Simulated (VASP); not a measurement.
Here is a VASP 6.6.1 calculation.

INCAR

```
SYSTEM = ZnMo3
  PREC = Accurate
  ENCUT = 520
  EDIFF = 1E-7
  ISMEAR = -1
  SIGMA = 0.1
  LREAL = .FALSE.
  LASPH = .TRUE.
  NELM = 100
  ALGO = Normal
  ISIF = 2
  LWAVE = .FALSE.
  LCHARG = .TRUE.
  GGA = PE
  LELF = .TRUE.
  LVHAR = .TRUE.
  NBANDS = 35
```

File KPOINTS:

```
regular mesh
0
G
  6 6 6
  0 0 0
```

File POSCAR:

```
ZnMo3
1.0
    3.8070694669      0.0000000000      0.0000000000
    0.0000000000      3.8070694669      0.0000000000
    0.0000000000      0.0000000000      3.8070694669
Zn Mo
1 3
Direct
    0.0000000000      0.0000000000      0.0000000000
    0.0000000000      0.5000000000      0.5000000000
    0.5000000000      0.0000000000      0.5000000000
    0.5000000000      0.5000000000      0.0000000000
```

Potentials or basis: VASP PAW PBE potentials, release 64 (Zn, Mo_sv).

Run with:

```sh
$ cat potpaw_PBE.64/Zn/POTCAR potpaw_PBE.64/Mo_sv/POTCAR > POTCAR
$ mpirun -np 1 vasp_std > vasp.out
```

Task: Predict the pressure.

Result: 27.1 GPa.

Task: Predict the band gap on the k mesh.

Result: Zero (band 27 reaches 12.82 eV, above the bottom of band 28 at 11.28 eV).
